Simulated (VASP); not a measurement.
Set up this calculation in VASP 6.6.1, as the native input.

* Task: single point
* Functional: LDA
* Potentials or basis: VASP PAW LDA potentials, release 64 (Be)
* Cutoff: 520 eV
* k mesh: 6 × 6 × 6
* Occupations: fermi-dirac, width 0.1 eV
* Spin: no spin polarisation
* Dipole correction: no
* Further INCAR settings: ALGO = Normal; EDIFF = 1e-07; NBANDS = 18

The structure of Be lies in POSCAR:

```
Be
1.0
    3.9484852080      0.0000000000      0.0000000000
    0.0000000000      3.9484852080      0.0000000000
    0.0000000000      0.0000000000      3.9484852080
Be
8
Direct
    0.0000000000      1.0000000000      0.0000000000
    0.5000000000      0.5000000000      0.5000000000
    0.2500000000      1.0000000000      0.5000000000
    0.7500000000      0.0000000000      0.5000000000
    0.5000000000      0.2500000000      0.0000000000
    0.5000000000      0.7500000000      0.0000000000
    0.0000000000      0.5000000000      0.2500000000
    0.0000000000      0.5000000000      0.7500000000
```

These files were run (other wordings do the same):

INCAR

```
PREC = Accurate
ENCUT = 520
EDIFF = 1E-7
ISMEAR = -1
SIGMA = 0.1
LREAL = False
LASPH = True
NELM = 60
ALGO = Normal
ISIF = 2
LWAVE = False
LCHARG = True
GGA = CA
LELF = True
LVHAR = True
NBANDS = 18
```

KPOINTS

```
Automatic mesh
0
Gamma
  6 6 6
```

Potentials or basis: VASP PAW LDA potentials, release 64 (Be).

Run with:

```sh
$ cat potpaw_LDA.64/Be/POTCAR > POTCAR
$ mpirun -np 1 vasp_std > vasp.out
```

Results of the run:

```yaml
Pressure: 0.4 GPa
Band_gap_on_the_k_mesh: zero (bands 8 and 9 overlap by 2.41 eV)
```

Run time: 20 s on 1 thread of Intel Xeon 8259CL (shared host), peak memory 0.15 GiB.
